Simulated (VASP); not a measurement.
# MgAs2C (I-42d) in VASP: notebook

Runs on MgAs2C. Level: PBE. Tasks: single point.

All numbers are computed with VASP 6.6.1; they aren't measurements. Logs are shortened: lines on timing, memory, paths and dates and some standing lists are left out, and cuts for length are marked.

**1. The cell of the first run**

Symmetry: I-42d, No. 122, tetragonal system. The conventional cell has a = 5.797 Å, b = 5.797 Å, c = 8.333 Å, α = 90.00°, β = 90.00°, γ = 90.00°. Mg (site symmetry -4) has 4 As at 2.64 Å within 3.5 Å. As (site symmetry 2) has 2 C at 2.03 Å and 2 Mg at 2.64 Å within 2.7 Å. C (site symmetry -4) has 4 As at 2.03 Å within 2.7 Å.

**2. Single point, PBE**

Contents of INCAR:

```
SYSTEM = MgAs2C
PREC = Accurate ; ENCUT = 520
EDIFF = 1E-6 ; ISMEAR = -1
SIGMA = 0.02 ; LREAL = .FALSE.
LASPH = .TRUE. ; NELM = 100
ALGO = Normal ; ISIF = 2
LWAVE = .FALSE. ; LCHARG = .TRUE.
GGA = PE ; LELF = .TRUE.
LVHAR = .TRUE. ; NBANDS = 26
```

Contents of KPOINTS:

```
regular mesh
0
G
  6 6 6
  0 0 0
```

Contents of POSCAR:

```
MgAs2C
1.0
   -2.8983033891      2.8983033891      4.1662669726
    2.8983033891     -2.8983033891      4.1662669726
    2.8983033891      2.8983033891     -4.1662669726
Mg As C
2 4 2
Direct
    0.0000000000      0.0000000000      0.0000000000
    0.7500000000      0.2500000000      0.5000000000
    0.3750000000      0.4596287767      0.5846287767
    0.2096287767      0.6250000000      0.0846287767
    0.8750000000      0.7903712233      0.4153712233
    0.5403712233      0.1250000000     -0.0846287767
    0.5000000000      0.5000000000      0.0000000000
    0.2500000000      0.7500000000      0.5000000000
```

Potentials or basis: VASP PAW PBE potentials, release 64 (Mg, As, C).

The run is started by

```
> cat potpaw_PBE.64/Mg/POTCAR potpaw_PBE.64/As/POTCAR potpaw_PBE.64/C/POTCAR > POTCAR
> mpirun -np 1 vasp_std > vasp.out
```

OUTCAR:

```text
SYSTEM = MgAs2C
   PREC = Accurate
   ENCUT = 520
   EDIFF = 1E-6
   ISMEAR = -1
   LREAL = .FALSE.
   LASPH = .TRUE.
   NELM = 100
   ISIF = 2
   GGA = PE

 ion  position               nearest neighbor table
   1  0.000  0.000  0.000-   3 2.64   4 2.64   6 2.64   5 2.64   2 3.57   2 3.57   2 3.57   2 3.57

   2  0.750  0.250  0.500-   4 2.64   3 2.64   5 2.64   6 2.64   1 3.57   1 3.57   1 3.57   1 3.57

   3  0.375  0.460  0.585-   7 2.03   8 2.03   2 2.64   1 2.64
   4  0.210  0.625  0.085-   7 2.03   8 2.03   1 2.64   2 2.64
   5  0.875  0.790  0.415-   7 2.03   8 2.03   1 2.64   2 2.64
   6  0.540  0.125  0.915-   7 2.03   8 2.03   2 2.64   1 2.64
   7  0.500  0.500  0.000-   3 2.03   4 2.03   5 2.03   6 2.03
   8  0.250  0.750  0.500-   3 2.03   4 2.03   5 2.03   6 2.03

  LATTYP: Found a body centered tetragonal cell.
 ALAT       =     5.7966067782
 C/A-ratio  =     1.4374847672

  Lattice vectors:

 A1 = (  -2.8983033891,   2.8983033891,   4.1662669726)
 A2 = (   2.8983033891,  -2.8983033891,   4.1662669726)
 A3 = (   2.8983033891,   2.8983033891,  -4.1662669726)

Analysis of symmetry for initial positions (statically):
=====================================================================
 Subroutine PRICEL returns:
 Original cell was already a primitive cell.

 Routine SETGRP: Setting up the symmetry group for a
 body centered tetragonal supercell.

 Subroutine GETGRP returns: Found  8 space group operations
 (whereof  4 operations were pure point group operations)
 out of a pool of 16 trial point group operations.

The static configuration has the point symmetry S_4 .
 The point group associated with its full space group is D_2d.

Analysis of symmetry for dynamics (positions and initial velocities):
=====================================================================
 Subroutine PRICEL returns:
 Original cell was already a primitive cell.

 Routine SETGRP: Setting up the symmetry group for a
 body centered tetragonal supercell.

 Subroutine GETGRP returns: Found  8 space group operations
 (whereof  4 operations were pure point group operations)
 out of a pool of 16 trial point group operations.

The dynamic configuration has the point symmetry S_4 .
 The point group associated with its full space group is D_2d.

 Subroutine INISYM returns: Found  8 space group operations
 (whereof  4 operations are pure point group operations),
 and found     1 'primitive' translations

----------------------------------------------------------------------------------------

                                     Primitive cell

  volume of cell :     139.9893

  direct lattice vectors                    reciprocal lattice vectors
    -2.898303389  2.898303389  4.166266973     0.000000000  0.172514721  0.120011512
     2.898303389 -2.898303389  4.166266973     0.172514721  0.000000000  0.120011512
     2.898303389  2.898303389 -4.166266973     0.172514721  0.172514721  0.000000000

  length of vectors
     5.844493610  5.844493610  5.844493610     0.210152545  0.210152545  0.243972658

  position of ions in fractional coordinates (direct lattice)
     0.000000000  0.000000000  0.000000000
     0.750000000  0.250000000  0.500000000
     0.375000000  0.459628777  0.584628777
     0.209628777  0.625000000  0.084628777
     0.875000000  0.790371223  0.415371223
     0.540371223  0.125000000  0.915371223
     0.500000000  0.500000000  0.000000000
     0.250000000  0.750000000  0.500000000

  ion indices of the primitive-cell ions
   primitive index   ion index
                 1           1
                 2           2
                 3           3
                 4           4
                 5           5
                 6           6
                 7           7
                 8           8

----------------------------------------------------------------------------------------

 KPOINTS: regular mesh

Automatic generation of k-mesh.
 Grid dimensions read from file:
 generate k-points for:    6    6    6

 Generating k-lattice:

  Cartesian coordinates                     Fractional coordinates (reciprocal lattice)
     0.000000000  0.028752453  0.020001919     0.166666667 -0.000000000  0.000000000
     0.028752453  0.000000000  0.020001919    -0.000000000  0.166666667  0.000000000
     0.028752453  0.028752453  0.000000000     0.000000000  0.000000000  0.166666667

  Length of vectors
     0.035025424  0.035025424  0.040662110

  Shift w.r.t. Gamma in fractional coordinates (k-lattice)
     0.000000000  0.000000000  0.000000000

 Subroutine IBZKPT returns following result:
 ===========================================

 Found     30 irreducible k-points:

 Following reciprocal coordinates:
            Coordinates               Weight
  0.000000  0.000000  0.000000      1.000000
  0.166667  0.000000 -0.000000      8.000000
  0.333333  0.000000 -0.000000      8.000000
  0.500000  0.000000  0.000000      4.000000
  0.166667  0.166667 -0.000000      8.000000
  0.333333  0.166667 -0.000000     16.000000
[... 16 lines left out ...]
 -0.333333 -0.333333  0.166667      8.000000
 -0.166667 -0.333333  0.166667      8.000000
 [... further k-points ...]
   k-points           NKPTS =     30   k-points in BZ     NKDIM =     30   number of bands    NBANDS=     26
   number of dos      NEDOS =    301   number of ions     NIONS =      8
   total plane-waves  NPLWV = 110592
   dimension x,y,z NGX =    48 NGY =   48 NGZ =   48
   dimension x,y,z NGXF=    96 NGYF=   96 NGZF=   96
   ions per type =               2   4   2
   NGX,Y,Z   is equivalent  to a cutoff of  13.65, 13.65, 13.65 a.u.
   NGXF,Y,Z  is equivalent  to a cutoff of  27.31, 27.31, 27.31 a.u.
 SYSTEM =  MgAs2C
   PREC   = accura    normal or accurate (medium, high low for compatibility)
   ISTART =      0    job   : 0-new  1-cont  2-samecut
   ICHARG =      2    charge: 1-file 2-atom 10-const
   ISPIN  =      1    spin polarized calculation?
   LNONCOLLINEAR =      F non collinear calculations
   LSORBIT =      F    spin-orbit coupling
   LASPH  =      T    aspherical Exc in radial PAW
   ENCUT  =  520.0 eV  38.22 Ry    6.18 a.u.  10.87 10.87 10.87*2*pi/ulx,y,z
   NELM   =    100;   NELMIN=  2; NELMDL= -5     # of ELM steps
   EDIFF  = 0.1E-05   stopping-criterion for ELM
   LREAL  =      F    real-space projection
   EDIFFG = 0.1E-04   stopping-criterion for IOM
   NSW    =      0    number of steps for IOM
   IBRION =     -1    ionic relax: 0-MD 1-quasi-New 2-CG
   NFREE  =      0    steps in history (QN), initial steepest desc. (CG)
   ISIF   =      2    stress and relaxation
   ISYM   =      2    0-nonsym 1-usesym 2-fastsym
   POTIM  = 0.5000    time-step for ionic-motion
   TEBEG  =    0.0;   TEEND  =   0.0 temperature during run
   PSTRESS=    0.0 pullay stress
   NELECT =      32.0000    total number of electrons
   NUPDOWN=      -1.0000    fix difference up-down
   EMIN   =  10.00;   EMAX   =-10.00  energy-range for DOS
   EFERMI =   0.00;   METHOD = LEGACY
   ISMEAR =    -1;   SIGMA  =   0.02  broadening in eV -4-tet -1-fermi 0-gaus
   EFERMI_NEDOS =   21; number of points for ismear=-14 and -15
   IALGO  =     38    algorithm
   IMIX   =      4    mixing-type and parameters
     AMIX     =   0.40;   BMIX     =  1.00
     AMIX_MAG =   1.60;   BMIX_MAG =  1.00
  volume/ion in A,a.u.               =      17.50       118.09
  Fermi-wavevector in a.u.,A,eV,Ry     =   1.000983  1.891583 13.632580  1.001966
  Thomas-Fermi vector in A             =   2.133375
   LORBIT       =      0    0 simple, 1 ext, 2 COOP (PROOUT), +10 PAW based schemes
   GGA     = PE    functional components
[... 5 lines left out ...]
 non-spin polarized calculation
  energy-cutoff  :      520.00
  volume of cell :      139.99
 maximum number of plane-waves:      3788
 NGX is ok and might be reduce to    48
   NGX = 21   NGY = 21   NGZ = 21

 number of electron      32.0000000 magnetization

 Free energy of the ion-electron system (eV)
  ---------------------------------------------------
  ext. energy  EPLUGINS =         0.00000000
  ---------------------------------------------------
  free energy    TOTEN  =       -37.19596565 eV

  energy without entropy =      -37.19579733  energy(sigma->0) =      -37.19588149

 E-fermi :   5.0946     XC(G=0):  -9.7989

 val. band max:        5.0627822856   @ k =   0.0000   0.0000   0.0000
 cond. band min:       5.1264653266   @ k =   0.0000   0.0000   0.0000
 fundamental gap:      0.0636830410
 Fermi energy:         5.0946236536

 k-point     1 :       0.0000    0.0000    0.0000
  band No.  band energies     occupation
      1     -10.7358      2.00000
      2      -7.4691      2.00000
      3      -6.3406      2.00000
      4      -6.3406      2.00000
      5      -5.5044      2.00000
      6      -2.1074      2.00000
[... 18 lines left out ...]
     25      10.7119      0.00000
     26      10.7119      0.00000

 k-point     2 :       0.1667    0.0000   -0.0000
  band No.  band energies     occupation
      1     -10.6329      2.00000
      2      -7.8989      2.00000
      3      -6.4014      2.00000
      4      -6.0891      2.00000
      5      -5.4188      2.00000
      6      -2.4630      2.00000
[... 18 lines left out ...]
     25      10.2842      0.00000
     26      10.6394      0.00000

 k-point     3 :       0.3333    0.0000   -0.0000
  band No.  band energies     occupation
      1     -10.3656      2.00000
      2      -8.5598      2.00000
      3      -6.5085      2.00000
      4      -6.0026      2.00000
      5      -5.1386      2.00000
      6      -2.5184      2.00000
[... 572 lines left out ...]
 k-point    23 :      -0.3333   -0.3333    0.1667
  band No.  band energies     occupation
      1     -10.1094      2.00000
      2      -8.9243      2.00000
      3      -6.6221      2.00000
      4      -6.4396      2.00000
      5      -4.2584      2.00000
      6      -3.0013      2.00000
[... 18 lines left out ...]
     25      10.0894      0.00000
     26      10.3736      0.00000

 k-point    24 :      -0.1667   -0.3333    0.1667
  band No.  band energies     occupation
      1     -10.3724      2.00000
      2      -8.4857      2.00000
      3      -6.5121      2.00000
      4      -6.3919      2.00000
      5      -4.6712      2.00000
      6      -2.7947      2.00000
[... 18 lines left out ...]
     25      10.0684      0.00000
     26      10.7110      0.00000

 [... further k-points ...]

------------------------ aborting loop because EDIFF is reached ----------------------------------------

  FORCE on cell =-STRESS in cart. coord.  units (eV):
  Direction    XX          YY          ZZ          XY          YZ          ZX
  --------------------------------------------------------------------------------------
  -------------------------------------------------------------------------------------
  Total        2.2169901      2.2169901      1.2765438      0.0000000     -0.0000000      0.0000000
  in kB       25.3734524     25.3734524     14.6100444      0.0000000     -0.0000000      0.0000000
  external PRESSURE =      21.7856497 kB  Pullay stress =       0.0000000 kB

 VOLUME and BASIS-vectors are now :
 -----------------------------------------------------------------------------
  energy-cutoff  :      520.00
  volume of cell :      139.99
      direct lattice vectors                 reciprocal lattice vectors
    -2.898303389  2.898303389  4.166266973     0.000000000  0.172514721  0.120011512
     2.898303389 -2.898303389  4.166266973     0.172514721  0.000000000  0.120011512
     2.898303389  2.898303389 -4.166266973     0.172514721  0.172514721  0.000000000

 POSITION                                       TOTAL-FORCE (eV/Angst)
 -----------------------------------------------------------------------------------
      0.00000      0.00000      0.00000        -0.000000      0.000000     -0.000000
      0.00000      2.89830      2.08313        -0.000000      0.000000     -0.000000
      1.93971      1.44915      1.04157        -0.067773     -0.000000     -0.000000
      1.44915     -0.95859      3.12470        -0.000000     -0.067773     -0.000000
      0.95859      1.44915      5.20783         0.067773      0.000000      0.000000
      1.44915      3.85690     -1.04157         0.000000      0.067773      0.000000
      0.00000      0.00000      4.16627        -0.000000      0.000000      0.000000
      2.89830      0.00000      2.08313         0.000000     -0.000000      0.000000
 -----------------------------------------------------------------------------------
    total drift:                                0.000001      0.000001      0.000001

  FREE ENERGIE OF THE ION-ELECTRON SYSTEM (eV)
  ---------------------------------------------------
  free  energy   TOTEN  =       -37.1959656513 eV

  energy  without entropy=      -37.1957973326  energy(sigma->0) =      -37.19588149
```

It took 2.1 min on 1 thread of Intel Xeon Platinum 8488C (Sapphire Rapids), shared host; peak memory 0.38 GiB.

What came out:

* Free energy: -37.1960 eV
* Pressure: 2.2 GPa
* Largest force: 0.068 eV/Å
* Band gap on the k mesh: 0.06 eV, direct

Forces in eV/Å, atoms in the order of the input:
```
Mg   0.000  0.000  0.000
Mg   0.000  0.000  0.000
As  -0.068  0.000  0.000
As   0.000 -0.068  0.000
As   0.068  0.000  0.000
As   0.000  0.068  0.000
C    0.000  0.000  0.000
C    0.000  0.000  0.000
```

Stress tensor (GPa, compression positive):
```
2.54 0.00 0.00
0.00 2.54 0.00
0.00 0.00 1.46
```

(Continued in part 2 of 2.)
